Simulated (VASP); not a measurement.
# Ta (R-3m) in VASP: single point with PBE

Aim: the single point of Ta with PBE.

Program: VASP 6.6.1. These are calculated values, not measurements. Logs are shortened: lines on timing, memory, paths and dates and some standing lists are left out, and cuts for length are marked.

### Step 1. The cell of the first run

The typed cell holds 3 atoms: a = 2.985 Å, b = 2.985 Å, c = 7.319 Å, α = 90.00°, β = 90.00°, γ = 120.00°.

This isn't the form of Ta at room conditions, which is bcc.

### Step 2. Single point, PBE

INCAR reads:

```
SYSTEM = Ta
PREC     = Accurate       ! precision mode
ENCUT    = 520            ! plane-wave cutoff, eV
EDIFF    = 1E-7           ! SCF threshold, eV
ISMEAR   = 0              ! smearing method
SIGMA    = 0.1            ! smearing width, eV
LREAL    = .FALSE.        ! projectors in reciprocal space
LASPH    = .TRUE.         ! aspherical terms in the spheres
NELM     = 100            ! most SCF steps
ALGO     = Fast           ! electronic algorithm
ISIF     = 2              ! what is computed and relaxed
LWAVE    = .FALSE.        ! write WAVECAR
LCHARG   = .TRUE.         ! write CHGCAR
GGA      = PE             ! functional
LELF     = .TRUE.         ! ELF
LVHAR    = .TRUE.       
NBANDS   = 24             ! bands
```

KPOINTS reads:

```
Automatic mesh
0
G
  18 18 7
  0 0 0
```

POSCAR reads:

```
Ta
1.0
    2.9848398192      0.0000000000      0.0000000000
   -1.4924199096      2.5849471096      0.0000000000
    0.0000000000      0.0000000000      7.3192418160
Ta
3
Direct
    0.0000000000      0.0000000000      0.0000000000
    0.3333333333      0.6666666667      0.3333333333
    0.6666666667      0.3333333333      0.6666666667
```

Potentials or basis: VASP PAW PBE potentials, release 64 (Ta_pv).

The run is started by

```
> cat potpaw_PBE.64/Ta_pv/POTCAR > POTCAR
> mpirun -np 1 vasp_std > vasp.out
```

OUTCAR:

```text
SYSTEM = Ta
   PREC = Accurate
   ENCUT = 520
   EDIFF = 1E-7
   ISMEAR = 0
   LREAL = .FALSE.
   LASPH = .TRUE.
   NELM = 100
   ISIF = 2
   GGA = PE

 ion  position               nearest neighbor table
   1  0.000  0.000  0.000-   2 2.99   3 2.99   2 2.99   3 2.99   3 2.99   2 2.99
   2  0.333  0.667  0.333-   1 2.99   1 2.99   1 2.99   3 2.99   3 2.99   3 2.99
   3  0.667  0.333  0.667-   1 2.99   1 2.99   1 2.99   2 2.99   2 2.99   2 2.99

  LATTYP: Found a hexagonal cell.
 ALAT       =     2.9848398192
 C/A-ratio  =     2.4521388950

  Lattice vectors:

 A1 = (   2.9848398192,   0.0000000000,   0.0000000000)
 A2 = (  -1.4924199096,   2.5849471096,   0.0000000000)
 A3 = (   0.0000000000,   0.0000000000,   7.3192418160)

Analysis of symmetry for initial positions (statically):
=====================================================================
 Subroutine PRICEL returns following result:

  LATTYP: Found a trigonal (rhomboedric) cell.
 ALAT       =     2.9869922997
 COS(alpha) =     0.5007203584

  Lattice vectors:

 A1 = (   1.4924199095,  -0.8616490364,   2.4397472718)
 A2 = (  -0.0000000001,   1.7232980732,   2.4397472718)
 A3 = (  -1.4924199093,  -0.8616490367,   2.4397472725)

   3 primitive cells build up your supercell.

 Routine SETGRP: Setting up the symmetry group for a
 hexagonal supercell.

 Subroutine GETGRP returns: Found 12 space group operations
 (whereof 12 operations were pure point group operations)
 out of a pool of 24 trial point group operations.

The static configuration has the point symmetry D_3d.

Analysis of symmetry for dynamics (positions and initial velocities):
=====================================================================
 Subroutine PRICEL returns following result:

  LATTYP: Found a trigonal (rhomboedric) cell.
 ALAT       =     2.9869922997
 COS(alpha) =     0.5007203584

  Lattice vectors:

 A1 = (   1.4924199095,  -0.8616490364,   2.4397472718)
 A2 = (  -0.0000000001,   1.7232980732,   2.4397472718)
 A3 = (  -1.4924199093,  -0.8616490367,   2.4397472725)

   3 primitive cells build up your supercell.

 Routine SETGRP: Setting up the symmetry group for a
[... 96 lines left out ...]
   ISTART =      0    job   : 0-new  1-cont  2-samecut
   ICHARG =      2    charge: 1-file 2-atom 10-const
   ISPIN  =      1    spin polarized calculation?
   LNONCOLLINEAR =      F non collinear calculations
   LSORBIT =      F    spin-orbit coupling
   LASPH  =      T    aspherical Exc in radial PAW
   ENCUT  =  520.0 eV  38.22 Ry    6.18 a.u.   5.55  5.55 13.61*2*pi/ulx,y,z
   NELM   =    100;   NELMIN=  2; NELMDL= -5     # of ELM steps
   EDIFF  = 0.1E-06   stopping-criterion for ELM
   LREAL  =      F    real-space projection
   EDIFFG = 0.1E-05   stopping-criterion for IOM
   NSW    =      0    number of steps for IOM
   IBRION =     -1    ionic relax: 0-MD 1-quasi-New 2-CG
   NFREE  =      0    steps in history (QN), initial steepest desc. (CG)
   ISIF   =      2    stress and relaxation
   ISYM   =      2    0-nonsym 1-usesym 2-fastsym
   POTIM  = 0.5000    time-step for ionic-motion
   TEBEG  =    0.0;   TEEND  =   0.0 temperature during run
   PSTRESS=    0.0 pullay stress
   NELECT =      33.0000    total number of electrons
   NUPDOWN=      -1.0000    fix difference up-down
   EMIN   =  10.00;   EMAX   =-10.00  energy-range for DOS
   EFERMI =   0.00;   METHOD = LEGACY
   ISMEAR =     0;   SIGMA  =   0.10  broadening in eV -4-tet -1-fermi 0-gaus
   EFERMI_NEDOS =   21; number of points for ismear=-14 and -15
   IALGO  =     68    algorithm
   IMIX   =      4    mixing-type and parameters
     AMIX     =   0.40;   BMIX     =  1.00
     AMIX_MAG =   1.60;   BMIX_MAG =  1.00
  volume/ion in A,a.u.               =      18.82       127.03
  Fermi-wavevector in a.u.,A,eV,Ry     =   1.368674  2.586418 25.487350  1.873267
  Thomas-Fermi vector in A             =   2.494617
   LORBIT       =      0    0 simple, 1 ext, 2 COOP (PROOUT), +10 PAW based schemes
   GGA     = PE    functional components
   LHFCALC =     F    Hartree Fock is set to
   AEXX    =    0.0000 exact exchange contribution
   IVDW    =     0    specifies the selected vdW correction
   LEPSILON=     F    determine dielectric tensor
   LRPA    =     F    only Hartree local field effects (RPA)
 non-spin polarized calculation
 RMM-DIIS sequential band-by-band and
 Gauss-broadening in eV      SIGMA  =   0.10
  energy-cutoff  :      520.00
  volume of cell :       56.47
 maximum number of plane-waves:      1551
 NGX is ok and might be reduce to    24
   NGX = 11   NGY = 11   NGZ = 27

 number of electron      32.9999998 magnetization

 Free energy of the ion-electron system (eV)
  ---------------------------------------------------
  ext. energy  EPLUGINS =         0.00000000
  ---------------------------------------------------
  free energy    TOTEN  =       -34.72853040 eV

  energy without entropy =      -34.70968679  energy(sigma->0) =      -34.71910859

 E-fermi :   5.5046     XC(G=0): -12.3974

 val. band max:        5.5014890081   @ k =   0.3889   0.0000   0.1429
 cond. band min:       5.5049978505   @ k =   0.3889   0.0556   0.4286
 fundamental gap:      0.0035088424
 Fermi energy:         5.5046213738

 k-point     1 :       0.0000    0.0000    0.0000
  band No.  band energies     occupation
      1     -28.9009      2.00000
      2     -28.9009      2.00000
      3     -28.2348      2.00000
      4     -28.2348      2.00000
      5     -28.2348      2.00000
      6     -28.2348      2.00000
[... 637 lines left out ...]
     23      10.7557      0.00000
     24      11.6915      0.00000

 [... further k-points ...]

------------------------ aborting loop because EDIFF is reached ----------------------------------------

  FORCE on cell =-STRESS in cart. coord.  units (eV):
  Direction    XX          YY          ZZ          XY          YZ          ZX
  --------------------------------------------------------------------------------------
  -------------------------------------------------------------------------------------
  Total        0.0213488      0.0213488      0.0088226      0.0000000     -0.0000000      0.0000000
  in kB        0.6056832      0.6056832      0.2503040      0.0000000     -0.0000000      0.0000000
  external PRESSURE =       0.4872235 kB  Pullay stress =       0.0000000 kB

 VOLUME and BASIS-vectors are now :
 -----------------------------------------------------------------------------
  energy-cutoff  :      520.00
  volume of cell :       56.47
      direct lattice vectors                 reciprocal lattice vectors
     2.984839819  0.000000000  0.000000000     0.335026353  0.193427555  0.000000000
    -1.492419910  2.584947110  0.000000000     0.000000000  0.386855111  0.000000000
     0.000000000  0.000000000  7.319241816     0.000000000  0.000000000  0.136626173

 POSITION                                       TOTAL-FORCE (eV/Angst)
 -----------------------------------------------------------------------------------
      0.00000      0.00000      0.00000         0.000000      0.000000      0.000000
     -0.00000      1.72330      2.43975         0.000000      0.000000      0.000000
      1.49242      0.86165      4.87949        -0.000000     -0.000000     -0.000000
 -----------------------------------------------------------------------------------
    total drift:                               -0.000000      0.000000      0.000000

  FREE ENERGIE OF THE ION-ELECTRON SYSTEM (eV)
  ---------------------------------------------------
  free  energy   TOTEN  =       -34.7285303958 eV

  energy  without entropy=      -34.7096867884  energy(sigma->0) =      -34.71910859
```

OSZICAR:

```text
N       E                     dE             d eps       ncg     rms          rms(c)
DAV:   1     0.286714808682E+03    0.28671E+03   -0.17988E+04 11000   0.139E+03
DAV:   2    -0.274328863852E+02   -0.31415E+03   -0.30496E+03 12784   0.408E+02
DAV:   3    -0.361337829678E+02   -0.87009E+01   -0.83780E+01 14232   0.641E+01
DAV:   4    -0.362530196885E+02   -0.11924E+00   -0.11874E+00 12528   0.756E+00
DAV:   5    -0.362554080109E+02   -0.23883E-02   -0.23868E-02 14832   0.816E-01    0.212E+01
RMM:   6    -0.350826824446E+02    0.11727E+01   -0.12123E+00 11117   0.759E+00    0.102E+01
RMM:   7    -0.347205359988E+02    0.36215E+00   -0.16257E+00 12016   0.790E+00    0.693E-01
RMM:   8    -0.347256762455E+02   -0.51402E-02   -0.11141E-01 12776   0.193E+00    0.662E-01
RMM:   9    -0.347299003666E+02   -0.42241E-02   -0.40654E-02 12979   0.993E-01    0.565E-01
RMM:  10    -0.347284423789E+02    0.14580E-02   -0.11331E-02 11855   0.701E-01    0.180E-01
RMM:  11    -0.347285053165E+02   -0.62938E-04   -0.15624E-03 14154   0.204E-01    0.155E-02
RMM:  12    -0.347285265073E+02   -0.21191E-04   -0.28826E-04 14103   0.935E-02    0.241E-02
RMM:  13    -0.347285291831E+02   -0.26758E-05   -0.43418E-05 13527   0.456E-02    0.872E-03
RMM:  14    -0.347285300277E+02   -0.84459E-06   -0.11560E-05 14216   0.237E-02    0.478E-03
RMM:  15    -0.347285303826E+02   -0.35493E-06   -0.22907E-06 14366   0.111E-02    0.146E-03
RMM:  16    -0.347285303958E+02   -0.13167E-07   -0.38440E-07  9637   0.389E-03
   1 F= -.34728530E+02 E0= -.34719109E+02  d E =-.188436E-01
```

It took 2.2 min on 1 thread of Intel Xeon 6975P-C (Granite Rapids), shared host; peak memory 0.35 GiB.

What came out:

```
Free energy            : -34.7285 eV
Pressure               : 0.0 GPa
Band gap on the k mesh : zero (an odd number of electrons rules out a gap without spin polarisation)
```

Levels at points of the mesh, in eV from the Fermi level:
| k point | band 13 | band 14 | band 15 | band 16 | band 17 | band 18 | band 19 | band 20 |
| --- | --- | --- | --- | --- | --- | --- | --- | --- |
| (0.00, 0.00, 0.00) | -0.55 | -0.55 | 0.43 | 0.45 | 0.45 | 0.58 | 0.58 | 0.58 |
| (0.50, 0.00, 0.00) | -3.33 | -1.19 | -1.19 | -0.01 | -0.01 | 1.16 | 1.16 | 2.87 |

Caveat: spin-orbit coupling is left out, which moves the levels of the heavy elements.
